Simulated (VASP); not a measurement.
Input of a VASP 6.6.1 run:

Contents of POSCAR:

```
Nb
1.0
    0.0000000000      2.2207500000      2.0092500000
    2.2207500000      0.0000000000      2.0092500000
    2.2207500000      2.2207500000      0.0000000000
Nb
1
Direct
    0.0000000000      0.0000000000      0.0000000000
```

INCAR.step1

```
PREC     = Accurate       # precision mode
ENCUT    = 520            # plane-wave cutoff, eV
ISMEAR   = 0              # smearing method
SIGMA    = 0.15           # smearing width, eV
LREAL    = F              # projectors in reciprocal space
LASPH    = T              # aspherical terms in the spheres
NELM     = 60             # most SCF steps
NBANDS   = 12             # bands
GGA      = PE             # functional
ALGO     = Normal         # electronic algorithm
EDIFF    = 1E-4           # SCF threshold, eV
LWAVE    = T              # write WAVECAR
LCHARG   = F              # write CHGCAR
```

File INCAR.step2:

```
PREC     = Accurate       # precision mode
ENCUT    = 520            # plane-wave cutoff, eV
EDIFF    = 1E-6           # SCF threshold, eV
ISMEAR   = 0              # smearing method
SIGMA    = 0.15           # smearing width, eV
LREAL    = F              # projectors in reciprocal space
LASPH    = T              # aspherical terms in the spheres
NELM     = 60             # most SCF steps
ALGO     = Normal         # electronic algorithm
ISIF     = 2              # what is computed and relaxed
LWAVE    = F              # write WAVECAR
LCHARG   = F              # write CHGCAR
METAGGA  = R2SCAN         # meta-GGA
LMIXTAU  = T            
NBANDS   = 12             # bands
ISTART   = 1
```

File KPOINTS:

```
regular mesh
0
Gamma
  20 20 20
```

Potentials or basis: VASP PAW PBE potentials, release 64 (Nb_sv).

Run with:

```bash
$ cat potpaw_PBE.64/Nb_sv/POTCAR > POTCAR
$ cp INCAR.step1 INCAR
$ mpirun -np 1 vasp_std > vasp.out
$ cp INCAR.step2 INCAR
$ mpirun -np 1 vasp_std > vasp.out
```

Task: Predict the pressure.

Result: -10.6 GPa.

Stress tensor (GPa, compression positive):
```
 -5.46   0.00   0.00
  0.00  -5.46   0.00
  0.00   0.00 -20.78
```

Caveat: the cell differs from its parent crystal (strain +0.050 along x and y, -0.050 along z); the PAW data sets were made with another functional, which shifts forces and pressure a little.
